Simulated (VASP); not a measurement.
A run of VASP 6.6.1 is set up as follows.

INCAR

```
PREC = Accurate
ENCUT = 600
EDIFF = 1E-6
ISMEAR = 0
SIGMA = 0.1
LREAL = False
LASPH = True
NELM = 80
ALGO = Normal
ISIF = 3
LWAVE = False
LCHARG = False
GGA = PE
IBRION = 2
NSW = 100
EDIFFG = -0.005
```

The input KPOINTS:

```
regular mesh
0
Gamma
  14 14 14
```

Contents of POSCAR:

```
Ca
1.0
    0.0000000000      2.7884079385      2.7884079385
    2.7884079385      0.0000000000      2.7884079385
    2.7884079385      2.7884079385      0.0000000000
Ca
1
Direct
    0.0000000000      0.0000000000      0.0000000000
```

Potentials or basis: VASP PAW PBE potentials, release 64 (Ca_sv).

Launch:

```bash
$ cat potpaw_PBE.64/Ca_sv/POTCAR > POTCAR
$ mpirun -np 1 vasp_std > vasp.out
```

Question: What does it give for the relaxed cell?

Answer: a = 3.910 Å, b = 3.910 Å, c = 3.910 Å, α = 60.00°, β = 60.00°, γ = 60.00°.

Question: Predict the space group after relaxing (to 0.05 Å).

Answer: Fm-3m (No. 225).

Question: What does it give for the band gap on the k mesh?

Answer: Zero (band 5 reaches 2.11 eV, above the bottom of band 6 at 1.79 eV).

Question: Estimate the relaxed volume.

Answer: 42.27 Å³/atom.

Step by step:
```
step  energy change (eV)  largest force (eV/Å)  pressure (GPa)  volume (Å³)
   1              0.0000                0.0000           -0.44        43.36
   2             -0.0013                0.0000           -0.14        42.62
   3             -0.0015                0.0000            0.03        42.18
   4             -0.0015                0.0000            0.00        42.27
```
